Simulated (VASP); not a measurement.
SiAg2As2:

```
CELL_PARAMETERS angstrom
3.84019 0.00000 0.00000
-1.92009 3.32570 0.00000
0.00000 0.00000 8.44628
ATOMIC_POSITIONS crystal
Si 0.00000 0.00000 0.00000
Ag 0.00000 0.00000 0.29836
Ag 0.00000 0.00000 0.70164
As 0.33333 0.66667 0.00000
As 0.66667 0.33333 0.00000
```

```yaml
Program: VASP 6.6.1
Task: relaxation of cell and atoms
Functional: PBE
Potentials_or_basis: VASP PAW PBE potentials, release 64 (Si, Ag, As)
Cutoff: 600 eV
k_mesh: 6 × 6 × 2
Occupations: gaussian, width 0.1 eV
Spin: no spin polarisation
```

At the start: pressure 38.2 GPa; volume 21.57 Å³/atom.

Task: How do energy, volume and symmetry change on relaxing?

Result: Over 14 steps the energy falls by 1420.9 meV/atom and the volume is 29.22 Å³/atom (+35.5 %); space group P6/mmm (No. 191, to 0.05 Å).

Step by step:
| step | energy change (eV) | largest force (eV/Å) | pressure (GPa) | volume (Å³) |
| --- | --- | --- | --- | --- |
| 1 | 0.0000 | 0.9318 | 38.21 | 107.87 |
| 2 | -5.5909 | 0.0599 | -5.91 | 203.36 |
| 3 | -6.6242 | 0.2386 | -0.92 | 160.32 |
| 4 | -6.6311 | 0.2016 | -2.01 | 165.05 |
| 5 | -6.6341 | 0.2145 | -1.66 | 163.41 |
| 6 | -6.8274 | 0.6168 | -1.09 | 157.01 |
| 7 | -6.9030 | 1.0818 | -0.20 | 151.64 |
| 8 | -6.9047 | 1.2064 | 0.07 | 150.40 |
| 9 | -7.0311 | 0.8892 | 0.37 | 146.44 |
| 10 | -7.0523 | 0.2313 | 1.06 | 143.00 |
| 11 | -7.0590 | 0.5415 | 0.75 | 144.27 |
| 12 | -7.1030 | 0.0134 | -0.33 | 147.47 |
| 13 | -7.1039 | 0.0460 | -0.21 | 147.03 |
| 14 | -7.1046 | 0.0140 | 0.04 | 146.12 |

Final structure:
```xyz
5
Lattice="4.7250 0.0000 0.0000 -2.3625 4.0920 0.0000 0.0000 0.0000 7.5575" Properties=species:S:1:pos:R:3 pbc="T T T"
Si    0.0000    0.0000    0.0000
Ag    0.0000    0.0000    2.4445
Ag   -2.3625    4.0920    5.1130
As    0.0000    2.7280    0.0000
As    2.3625    1.3640    0.0000
```

Caveat: the k points lie up to 0.42 Å⁻¹ apart in the final cell; the volume moved by over 15 % at a fixed basis, so the end points are rough.
